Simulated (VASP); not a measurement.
# Si (C2/c) in VASP: further runs

The runs below take Si through single point, with r2SCAN.

Program: VASP 6.6.1. These are calculated values, not measurements. Logs are shortened: lines on timing, memory, paths and dates and some standing lists are left out, and cuts for length are marked.

### Step 1. The cell of the first run

The typed cell holds 2 atoms: a = 3.485 Å, b = 3.485 Å, c = 3.487 Å, α = 97.65°, β = 97.65°, γ = 137.10°.

### Step 2. Single point, r2SCAN (13.42 Å³/atom)

POSCAR reads:

```
Si
1.0
   -2.2927439305      2.2940830759      1.2742072917
    2.2940830759     -2.2927439305      1.2742072917
    2.2960749330      2.2960749330     -1.2717546446
Si
2
Direct
    0.0000076927      0.9999923073      1.0000000000
    0.7499923073      0.2500076927      0.5000000000
```

INCAR.step1 reads:

```
PREC = Accurate ; ENCUT = 520
ISMEAR = -1 ; SIGMA = 0.1
LREAL = F ; LASPH = T
NELM = 100 ; NBANDS = 11
GGA = PE ; ALGO = Normal
EDIFF = 1E-4 ; LWAVE = T
LCHARG = F
```

INCAR.step2 reads:

```
PREC = Accurate ; ENCUT = 520
EDIFF = 1E-7 ; ISMEAR = -1
SIGMA = 0.1 ; LREAL = F
LASPH = T ; NELM = 100
ALGO = Normal ; ISIF = 2
LWAVE = F ; LCHARG = F
METAGGA = R2SCAN ; LMIXTAU = T
NBANDS = 11 ; ISTART = 1
```

KPOINTS reads:

```
regular mesh
0
Gamma
  15 15 11
```

Potentials or basis: VASP PAW PBE potentials, release 64 (Si).

Started as:

```bash
$ cat potpaw_PBE.64/Si/POTCAR > POTCAR
$ cp INCAR.step1 INCAR
$ mpirun -np 1 vasp_std > vasp.out
$ cp INCAR.step2 INCAR
$ mpirun -np 1 vasp_std > vasp.out
```

OUTCAR:

```text
PREC = Accurate
   ENCUT = 520
   EDIFF = 1E-7
   ISMEAR = -1
   LREAL = F
   LASPH = T
   NELM = 100
   ISIF = 2
   METAGGA = R2SCAN
   ISTART = 1

 ion  position               nearest neighbor table
   1  0.000  1.000  0.000-   2 2.38   2 2.38   2 2.38   2 2.38   2 2.99   2 2.99   2 2.99   2 2.99

   2  0.750  0.250  0.500-   1 2.38   1 2.38   1 2.38   1 2.38   1 2.99   1 2.99   1 2.99   1 2.99

  LATTYP: Found a base centered monoclinic cell.
 ALAT       =     2.5484152871
 B/A-ratio  =     2.5454065488
 C/A-ratio  =     1.3684200964
 COS(beta)  =    -0.3639893966

  Lattice vectors:

 A1 = (  -2.2927439305,   2.2940830759,   1.2742072917)
 A2 = (   2.2940830759,  -2.2927439305,   1.2742072917)
 A3 = (   2.2960749330,   2.2960749330,  -1.2717546446)

Analysis of symmetry for initial positions (statically):
=====================================================================
 Subroutine PRICEL returns:
 Original cell was already a primitive cell.

 Routine SETGRP: Setting up the symmetry group for a
 base centered monoclinic supercell.

 Subroutine GETGRP returns: Found  4 space group operations
 (whereof  2 operations were pure point group operations)
 out of a pool of  4 trial point group operations.

The static configuration has the point symmetry C_2 .
 The point group associated with its full space group is C_2h.

Analysis of symmetry for dynamics (positions and initial velocities):
=====================================================================
 Subroutine PRICEL returns:
 Original cell was already a primitive cell.

 Routine SETGRP: Setting up the symmetry group for a
 base centered monoclinic supercell.

 Subroutine GETGRP returns: Found  4 space group operations
 (whereof  2 operations were pure point group operations)
 out of a pool of  4 trial point group operations.

The dynamic configuration has the point symmetry C_2 .
 The point group associated with its full space group is C_2h.

 Subroutine INISYM returns: Found  4 space group operations
 (whereof  2 operations are pure point group operations),
 and found     1 'primitive' translations

----------------------------------------------------------------------------------------

                                     Primitive cell

  volume of cell :      26.8469

  direct lattice vectors                    reciprocal lattice vectors
    -2.292743930  2.294083076  1.274207292    -0.000367553  0.217648081  0.392286654
     2.294083076 -2.292743930  1.274207292     0.217648081 -0.000367553  0.392286654
     2.296074933  2.296074933 -1.271754645     0.217699565  0.217699565 -0.000228794

  length of vectors
     3.484694551  3.484694551  3.487302693     0.448619707  0.448619707  0.307873763

  position of ions in fractional coordinates (direct lattice)
     0.000007693  0.999992307  0.000000000
     0.749992307  0.250007693  0.500000000

  ion indices of the primitive-cell ions
   primitive index   ion index
                 1           1
                 2           2

----------------------------------------------------------------------------------------

 KPOINTS: regular mesh

Automatic generation of k-mesh.
 Grid dimensions read from file:
 generate k-points for:   15   15   11

 Generating k-lattice:

  Cartesian coordinates                     Fractional coordinates (reciprocal lattice)
    -0.000024504  0.014509872  0.026152444     0.066666667  0.000000000  0.000000000
     0.014509872 -0.000024504  0.026152444     0.000000000  0.066666667  0.000000000
     0.019790870  0.019790870 -0.000020799     0.000000000  0.000000000  0.090909091

  Length of vectors
     0.029907980  0.029907980  0.027988524

  Shift w.r.t. Gamma in fractional coordinates (k-lattice)
     0.000000000  0.000000000  0.000000000

 Subroutine IBZKPT returns following result:
 ===========================================

 Found    664 irreducible k-points:

 Following reciprocal coordinates:
            Coordinates               Weight
  0.000000  0.000000  0.000000      1.000000
  0.066667  0.000000  0.000000      4.000000
  0.133333  0.000000 -0.000000      4.000000
  0.200000  0.000000  0.000000      4.000000
  0.266667  0.000000 -0.000000      4.000000
  0.333333  0.000000 -0.000000      4.000000
[... 16 lines left out ...]
  0.133333  0.133333  0.000000      2.000000
  0.200000  0.133333  0.000000      4.000000
 [... further k-points ...]
   k-points           NKPTS =    664   k-points in BZ     NKDIM =    664   number of bands    NBANDS=     11
   number of dos      NEDOS =    301   number of ions     NIONS =      2
   total plane-waves  NPLWV =  21952
   dimension x,y,z NGX =    28 NGY =   28 NGZ =   28
   dimension x,y,z NGXF=    56 NGYF=   56 NGZF=   56
   ions per type =               2
   NGX,Y,Z   is equivalent  to a cutoff of  13.36, 13.36, 13.35 a.u.
   NGXF,Y,Z  is equivalent  to a cutoff of  26.72, 26.72, 26.70 a.u.
 SYSTEM =  unknown system
   PREC   = accura    normal or accurate (medium, high low for compatibility)
   ISTART =      1    job   : 0-new  1-cont  2-samecut
   ICHARG =      0    charge: 1-file 2-atom 10-const
   ISPIN  =      1    spin polarized calculation?
   LNONCOLLINEAR =      F non collinear calculations
   LSORBIT =      F    spin-orbit coupling
   LASPH  =      T    aspherical Exc in radial PAW
   ENCUT  =  520.0 eV  38.22 Ry    6.18 a.u.   6.48  6.48  6.48*2*pi/ulx,y,z
   NELM   =    100;   NELMIN=  2; NELMDL=  0     # of ELM steps
   EDIFF  = 0.1E-06   stopping-criterion for ELM
   LREAL  =      F    real-space projection
   EDIFFG = 0.1E-05   stopping-criterion for IOM
   NSW    =      0    number of steps for IOM
   IBRION =     -1    ionic relax: 0-MD 1-quasi-New 2-CG
   NFREE  =      0    steps in history (QN), initial steepest desc. (CG)
   ISIF   =      2    stress and relaxation
   ISYM   =      2    0-nonsym 1-usesym 2-fastsym
   POTIM  = 0.5000    time-step for ionic-motion
   TEBEG  =    0.0;   TEEND  =   0.0 temperature during run
   PSTRESS=    0.0 pullay stress
   NELECT =       8.0000    total number of electrons
   NUPDOWN=      -1.0000    fix difference up-down
   EMIN   =  10.00;   EMAX   =-10.00  energy-range for DOS
   EFERMI =   0.00;   METHOD = LEGACY
   ISMEAR =    -1;   SIGMA  =   0.10  broadening in eV -4-tet -1-fermi 0-gaus
   EFERMI_NEDOS =   21; number of points for ismear=-14 and -15
   IALGO  =     38    algorithm
   IMIX   =      4    mixing-type and parameters
     AMIX     =   0.40;   BMIX     =  1.00
     AMIX_MAG =   1.60;   BMIX_MAG =  1.00
  volume/ion in A,a.u.               =      13.42        90.59
  Fermi-wavevector in a.u.,A,eV,Ry     =   1.093469  2.066357 16.268143  1.195675
  Thomas-Fermi vector in A             =   2.229755
   LORBIT       =      0    0 simple, 1 ext, 2 COOP (PROOUT), +10 PAW based schemes
   METAGGA = R2SCAN    functional components
   LHFCALC =     F    Hartree Fock is set to
   AEXX    =    0.0000 exact exchange contribution
   IVDW    =     0    specifies the selected vdW correction
   LEPSILON=     F    determine dielectric tensor
   LRPA    =     F    only Hartree local field effects (RPA)
 non-spin polarized calculation
  energy-cutoff  :      520.00
  volume of cell :       26.85
 maximum number of plane-waves:       742
 NGX is ok and might be reduce to    28
   NGX = 13   NGY = 13   NGZ = 13

 number of electron       8.0000000 magnetization

 Free energy of the ion-electron system (eV)
  ---------------------------------------------------
  ext. energy  EPLUGINS =         0.00000000
  ---------------------------------------------------
  free energy    TOTEN  =       -16.50133366 eV

  energy without entropy =      -16.47955883  energy(sigma->0) =      -16.49044625

 E-fermi :  10.8653     XC(G=0): -12.0728

 val. band max:       10.8646731928   @ k =  -0.1333   0.3333   0.2727
 cond. band min:      10.8665283206   @ k =  -0.4667   0.0667   0.0000
 fundamental gap:      0.0018551278
 Fermi energy:        10.8653339772

 k-point     1 :       0.0000    0.0000    0.0000
  band No.  band energies     occupation
      1      -4.8633      2.00000
      2       7.8610      2.00000
      3       7.8979      2.00000
      4       9.4449      2.00000
      5      12.1429      0.00001
      6      19.1886      0.00000
      7      21.5061      0.00000
      8      21.5145      0.00000
      9      21.9382      0.00000
     10      22.0127      0.00000
     11      23.4066      0.00000

 k-point     2 :       0.0667    0.0000    0.0000
  band No.  band energies     occupation
      1      -4.7265      2.00000
      2       7.5949      2.00000
      3       7.8066      2.00000
      4       9.9478      1.99979
      5      12.4672      0.00000
      6      18.5466      0.00000
      7      19.7199      0.00000
      8      21.2207      0.00000
      9      21.3107      0.00000
     10      22.2826      0.00000
     11      23.9386      0.00000

 k-point     3 :       0.1333    0.0000   -0.0000
  band No.  band energies     occupation
      1      -4.3165      2.00000
      2       7.1968      2.00000
      3       7.6668      2.00000
      4      10.9616      0.55260
      5      13.3456      0.00000
      6      16.9546      0.00000
      7      17.3794      0.00000
      8      19.8928      0.00000
      9      20.1409      0.00000
     10      20.8968      0.00000
     11      23.4448      0.00000

 k-point     4 :       0.2000    0.0000    0.0000
  band No.  band energies     occupation
      1      -3.6354      2.00000
      2       6.9653      2.00000
      3       7.5969      2.00000
      4      11.8344      0.00012
      5      14.5673      0.00000
      6      14.7045      0.00000
      7      15.6939      0.00000
      8      18.0337      0.00000
      9      18.8601      0.00000
     10      19.7722      0.00000
     11      23.7025      0.00000

 k-point     5 :       0.2667    0.0000   -0.0000
  band No.  band energies     occupation
      1      -2.6861      2.00000
      2       6.9522      2.00000
      3       7.6751      2.00000
      4      10.6859      1.71501
      5      13.5135      0.00000
      6      15.1880      0.00000
      7      15.2408      0.00000
      8      17.1728      0.00000
      9      17.8605      0.00000
     10      18.8600      0.00000
     11      24.3846      0.00000
[... 211 lines left out ...]
 k-point    21 :      -0.1333    0.0667    0.0000
  band No.  band energies     occupation
      1      -4.5977      2.00000
      2       6.3881      2.00000
      3       7.8393      2.00000
      4      10.6668      1.75842
      5      13.3402      0.00000
      6      17.5880      0.00000
      7      19.3388      0.00000
      8      20.8103      0.00000
      9      21.4076      0.00000
     10      22.4899      0.00000
     11      23.8766      0.00000

 k-point    22 :      -0.0667    0.0667    0.0000
  band No.  band energies     occupation
      1      -4.7989      2.00000
      2       6.9949      2.00000
      3       7.9188      2.00000
      4      10.0301      1.99953
      5      12.6176      0.00000
      6      18.4906      0.00000
      7      20.8531      0.00000
      8      21.9114      0.00000
      9      22.0894      0.00000
     10      22.2248      0.00000
     11      23.3359      0.00000

 k-point    23 :       0.1333    0.1333    0.0000
  band No.  band energies     occupation
      1      -2.9410      2.00000
      2       7.0353      2.00000
      3       9.3427      2.00000
      4      11.1358      0.12545
      5      12.8542      0.00000
      6      13.6556      0.00000
      7      15.7045      0.00000
      8      16.6464      0.00000
      9      17.1077      0.00000
     10      19.8924      0.00000
     11      22.8093      0.00000

 k-point    24 :       0.2000    0.1333    0.0000
  band No.  band energies     occupation
      1      -1.8529      2.00000
      2       7.1647      2.00000
      3       9.2932      2.00000
      4       9.7668      1.99997
      5      11.3760      0.01204
      6      13.9984      0.00000
      7      15.1213      0.00000
      8      15.7688      0.00000
      9      17.7278      0.00000
     10      19.7407      0.00000
     11      23.2051      0.00000

 [... further k-points ...]

------------------------ aborting loop because EDIFF is reached ----------------------------------------

  FORCE on cell =-STRESS in cart. coord.  units (eV):
  Direction    XX          YY          ZZ          XY          YZ          ZX
  --------------------------------------------------------------------------------------
  -------------------------------------------------------------------------------------
  Total        3.2481298      3.2481298      2.9157729     -0.0047175     -0.0196511     -0.0196511
  in kB      193.8425322    193.8425322    174.0080703     -0.2815345     -1.1727404     -1.1727404
  external PRESSURE =     187.2310449 kB  Pullay stress =       0.0000000 kB

 VOLUME and BASIS-vectors are now :
 -----------------------------------------------------------------------------
  energy-cutoff  :      520.00
  volume of cell :       26.85
      direct lattice vectors                 reciprocal lattice vectors
    -2.292743930  2.294083076  1.274207292    -0.000367553  0.217648081  0.392286654
     2.294083076 -2.292743930  1.274207292     0.217648081 -0.000367553  0.392286654
     2.296074933  2.296074933 -1.271754645     0.217699565  0.217699565 -0.000228794

 POSITION                                       TOTAL-FORCE (eV/Angst)
 -----------------------------------------------------------------------------------
      2.29405     -2.29271      1.27421        -0.004567      0.004567     -0.000000
      0.00204      2.29538      0.63833         0.004567     -0.004567      0.000000
 -----------------------------------------------------------------------------------
    total drift:                               -0.000000     -0.000000      0.000000

  FREE ENERGIE OF THE ION-ELECTRON SYSTEM (eV)
  ---------------------------------------------------
  free  energy   TOTEN  =       -16.5013336608 eV

  energy  without entropy=      -16.4795588324  energy(sigma->0) =      -16.49044625
```

It took 6 min on 1 thread of Intel Xeon 6975P-C (Granite Rapids), shared host; peak memory 0.27 GiB.

Results:

```yaml
Free_energy: -16.5013 eV
Pressure: 18.7 GPa
Largest_force: 0.006 eV/Å
Band_gap_on_the_k_mesh: zero (bands 4 and 5 overlap by 7.80 eV)
```

Forces in eV/Å, atoms in the order of the input:
```
Si  -0.005  0.005  0.000
Si   0.005 -0.005  0.000
```

Stress tensor (GPa, compression positive):
```
19.38 -0.03 -0.12
-0.03 19.38 -0.12
-0.12 -0.12 17.40
```

Levels at points of the mesh, in eV from the Fermi level:
```tsv
k point	band 1	band 2	band 3	band 4	band 5	band 6	band 7	band 8
(0.00, 0.00, 0.00)	-15.73	-3.00	-2.97	-1.42	1.28	8.32	10.64	10.65
```

Caveat: the cell stands under pressure; the PAW data sets were made with another functional, which shifts forces and pressure a little.

### Step 3. Single point, r2SCAN (14.03 Å³/atom)

This run uses another cell than the first one, of 14.03 Å³/atom.

POSCAR reads:

```
Si
1.0
   -2.3269690350      2.3283281705      1.2932281153
    2.3283281705     -2.3269690350      1.2932281153
    2.3303497613      2.3303497613     -1.2907388560
Si
2
Direct
    0.0000076927      0.9999923073      1.0000000000
    0.7499923073      0.2500076927      0.5000000000
```

INCAR.step1 reads:

```
PREC = Accurate ; ENCUT = 520
ISMEAR = -1 ; SIGMA = 0.1
LREAL = False ; LASPH = True
NELM = 100 ; NBANDS = 11
GGA = PE ; ALGO = Normal
EDIFF = 1E-4 ; LWAVE = True
LCHARG = False
```

INCAR.step2 reads:

```
PREC = Accurate ; ENCUT = 520
EDIFF = 1E-7 ; ISMEAR = -1
SIGMA = 0.1 ; LREAL = False
LASPH = True ; NELM = 100
ALGO = Normal ; ISIF = 2
LWAVE = False ; LCHARG = False
METAGGA = R2SCAN ; LMIXTAU = True
NBANDS = 11 ; ISTART = 1
```

KPOINTS reads:

```
Automatic mesh
0
Gamma
  15 15 11
```

Potentials or basis: VASP PAW PBE potentials, release 64 (Si).

Started as:

```bash
$ cat potpaw_PBE.64/Si/POTCAR > POTCAR
$ cp INCAR.step1 INCAR
$ mpirun -np 1 vasp_std > vasp.out
$ cp INCAR.step2 INCAR
$ mpirun -np 1 vasp_std > vasp.out
```

Run time: 6.1 min. Hardware: 1 thread of Intel Xeon 6975P-C (Granite Rapids), shared host; peak memory 0.28 GiB.

It converged, with:

```yaml
Free_energy: -16.6137 eV
Pressure: 11.1 GPa
Largest_force: 0.004 eV/Å
Band_gap_on_the_k_mesh: zero (bands 4 and 5 overlap by 7.46 eV)
```

Forces in eV/Å, atoms in the order of the input:
```
Si  -0.003  0.003  0.000
Si   0.003 -0.003  0.000
```

Stress tensor (GPa, compression positive):
```
11.35 -0.08 -0.12
-0.08 11.35 -0.12
-0.12 -0.12 10.51
```

Levels at points of the mesh, in eV from the Fermi level:
```csv
k point,band 1,band 2,band 3,band 4,band 5,band 6,band 7,band 8
"(0.00, 0.00, 0.00)",-15.28,-2.90,-2.86,-1.59,1.52,8.19,10.21,10.22
```

Caveat: the cell stands under pressure; the PAW data sets were made with another functional, which shifts forces and pressure a little.

### Step 4. Single point, r2SCAN (14.64 Å³/atom)

This run uses another cell than the first one, of 14.64 Å³/atom.

POSCAR reads:

```
Si
1.0
   -2.3602159416      2.3615944960      1.3117052990
    2.3615944960     -2.3602159416      1.3117052990
    2.3636449705      2.3636449705     -1.3091804741
Si
2
Direct
    0.0000076927      0.9999923073      1.0000000000
    0.7499923073      0.2500076927      0.5000000000
```

Edit INCAR.step1 of step 3 so:

```diff
@@ -3,3 +3,3 @@
 LREAL = False ; LASPH = True
-NELM = 100 ; NBANDS = 11
+NELM = 60 ; NBANDS = 11
 GGA = PE ; ALGO = Normal
```

INCAR.step2 reads:

```
PREC = Accurate ; ENCUT = 520
EDIFF = 1E-6 ; ISMEAR = -1
SIGMA = 0.1 ; LREAL = False
LASPH = True ; NELM = 60
ALGO = Normal ; ISIF = 2
LWAVE = False ; LCHARG = True
METAGGA = R2SCAN ; LMIXTAU = True
LELF = True ; LVHAR = True
NBANDS = 11 ; ISTART = 1
```

KPOINTS reads:

```
regular mesh
0
Gamma
  15 15 11
```

Started as:

```bash
$ cat potpaw_PBE.64/Si/POTCAR > POTCAR
$ cp INCAR.step1 INCAR
$ mpirun -np 1 vasp_std > vasp.out
$ cp INCAR.step2 INCAR
$ mpirun -np 1 vasp_std > vasp.out
```

Run time: 4.8 min. Hardware: 1 thread of Intel Xeon 6975P-C (Granite Rapids), shared host; peak memory 0.29 GiB.

The run converged. Its results:

```
Free energy            : -16.6738 eV
Pressure               : 4.9 GPa
Band gap on the k mesh : zero (bands 4 and 5 overlap by 7.14 eV)
```

Forces on the atoms (eV/Å):
```
Si  -0.002  0.002  0.000
Si   0.002 -0.002  0.000
```

Stress tensor (GPa, compression positive):
```
 4.91 -0.11 -0.12
-0.11  4.91 -0.12
-0.12 -0.12  4.88
```

Levels at points of the mesh, in eV from the Fermi level:
```csv
k point,band 1,band 2,band 3,band 4,band 5,band 6,band 7,band 8,band 9
"(0.00, 0.00, 0.00)",-14.86,-2.79,-2.76,-1.75,1.73,8.05,9.82,9.83,10.20
```

Caveat: the cell stands under pressure; the PAW data sets were made with another functional, which shifts forces and pressure a little.

[end of part 1 of 2]
